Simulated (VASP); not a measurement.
S: relaxation of cell and atoms with PBE+D4

The system is S.

```
CELL_PARAMETERS angstrom
2.97000 0.00000 0.00000
-1.48500 2.57210 0.00000
0.00000 0.00000 4.85001
ATOMIC_POSITIONS crystal
S 0.33333 0.66667 0.25000
S 0.66667 0.33333 0.75000
```

This isn't the form of S at room conditions, which is orthorhombic, of S8 rings.

```yaml
Program: VASP 6.6.1
Task: relaxation of cell and atoms
Functional: PBE
Dispersion: D4
Potentials_or_basis: VASP PAW PBE potentials, release 64 (S)
Cutoff: 600 eV
k_mesh: 17 × 17 × 9
Occupations: fermi-dirac, width 0.05 eV
Spin: no spin polarisation
Dipole_correction: no
Further_INCAR_settings: ALGO = Normal; EDIFF = 1e-06; IBRION = 2; EDIFFG = -0.03; NSW = 80; ISIF = 3
```

The relaxed volume is 16.21 Å³/atom, the relaxed cell is a = 3.275 Å, b = 3.275 Å, c = 3.488 Å, α = 90.00°, β = 90.00°, γ = 120.00° and the space group after relaxing (to 0.1 Å) is P6_3/mmc (No. 194). The energy gained by relaxing is 562.1 meV/atom, the ionic steps are 20 and the pressure after relaxing is 0.0 GPa. The band gap on the k mesh is zero (bands 6 and 7 overlap by 2.08 eV). The dispersion energy per atom is -0.396 eV.

The path:
```tsv
step	energy change (eV)	largest force (eV/Å)	pressure (GPa)	volume (Å³)
1	0.0000	0.0000	-11.41	37.05
2	-0.3437	0.0000	-0.50	30.40
3	-0.3494	0.0000	1.60	29.71
4	-0.5018	0.0000	4.18	28.97
5	-0.7536	0.0000	11.43	27.65
6	-0.0222	0.0000	46.17	24.25
7	-0.7844	0.0000	17.42	26.93
8	-0.8293	0.0000	17.21	27.15
9	-0.9105	0.0000	17.04	27.73
10	-0.8015	0.0000	17.33	28.62
11	-0.8951	0.0000	17.23	28.15
12	-0.9110	0.0000	17.13	27.98
13	-0.9889	0.0000	13.02	28.83
14	-1.1132	0.0000	3.06	31.47
15	-1.1226	0.0000	0.42	32.40
16	-1.1228	0.0000	0.07	32.54
17	-1.1232	0.0000	0.06	32.52
18	-1.1241	0.0000	0.02	32.46
19	-1.1238	0.0000	-0.04	32.34
20	-1.1243	0.0000	-0.01	32.41
```

Final structure:
```
S
1.0
     3.27541    0.00000    0.00000
    -1.63770    2.83659    0.00000
     0.00000    0.00000    3.48834
S
2
Cartesian
  0.0000 1.8911 0.8721
  1.6377 0.9455 2.6163
```

Levels at points of the mesh, in eV from the Fermi level:
```
           k point  band 4  band 5  band 6  band 7  band 8  band 9
(0.00, 0.00, 0.00)   -2.56   -2.56    0.89    0.89    3.94    4.07
```

Run time: 4.2 min on 1 thread of Intel(R) Xeon(R) Platinum 8559C (Emerald Rapids), with other jobs on the host, peak memory 0.21 GiB.

Caveat: a cell axis changed by over 15 % at a fixed basis, so the end point is rough.
